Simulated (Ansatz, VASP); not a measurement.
**Two plane-wave programs on Ge**

File INCAR:

```
ALGO = Normal
EDIFF = 1E-6
ENCUT = 520
GGA = PS
ISIF = 2
ISMEAR = 0
LASPH = True
LCHARG = True
LELF = True
LREAL = False
LVHAR = True
LWAVE = False
NBANDS = 21
NELM = 60
PREC = Accurate
SIGMA = 0.1
```

Contents of KPOINTS:

```
k-points
0
Gamma
  14 14 14
```

POSCAR

```
Ge
1.0
    0.0000000000      2.8935412435      2.8935412435
    2.8935412435      0.0000000000      2.8935412435
    2.8935412435      2.8935412435      0.0000000000
Ge
2
Direct
    0.0000000000      0.0000000000      0.0000000000
    0.2500000000      0.2500000000      0.2500000000
```

Input for Ansatz:

```yaml
crystal:
  lattice:
    - [0.0, 2.8935412438, 2.8935412438]
    - [2.8935412438, 0.0, 2.8935412438]
    - [2.8935412438, 2.8935412438, 0.0]
  atoms:
    - { symbol: Ge, position: [0.0, 0.0, 0.0] }
    - { symbol: Ge, position: [0.25, 0.25, 0.25] }
basis:
  ecutwfc: 420
kpoints:
  mp_grid: { grid: [14, 14, 14] }
hamiltonian:
  xc: pbesol
scf:
  occupations: { method: gaussian, width: 0.1 }
output:
  forces: true
  stress: true
  eigenvalues: true
```

Alike in both runs: task single point; functional PBEsol; k mesh 14 × 14 × 14; occupations gaussian, width 0.1 eV; no spin polarisation.

```csv
,VASP,Ansatz
version,VASP 6.6.1,Ansatz 0.2.0
potentials or method,"VASP PAW PBE potentials, release 64 (Ge_d), cutoff 520 eV","scalar-relativistic, plane waves, PAW"
valence electrons in the cell,28,28
```

```tsv
	VASP	Ansatz	Ansatz less VASP
gap on the k mesh at the Fermi level (eV)	none	none	-
pressure (GPa)	-3.8	-3.4	+0.40
```

VASP's potentials were made for PBE, not for PBEsol. A gap of «none» marks a metal or a gap that the smearing closes. With one functional, cell and mesh, what is left measures potentials, basis and numerics.
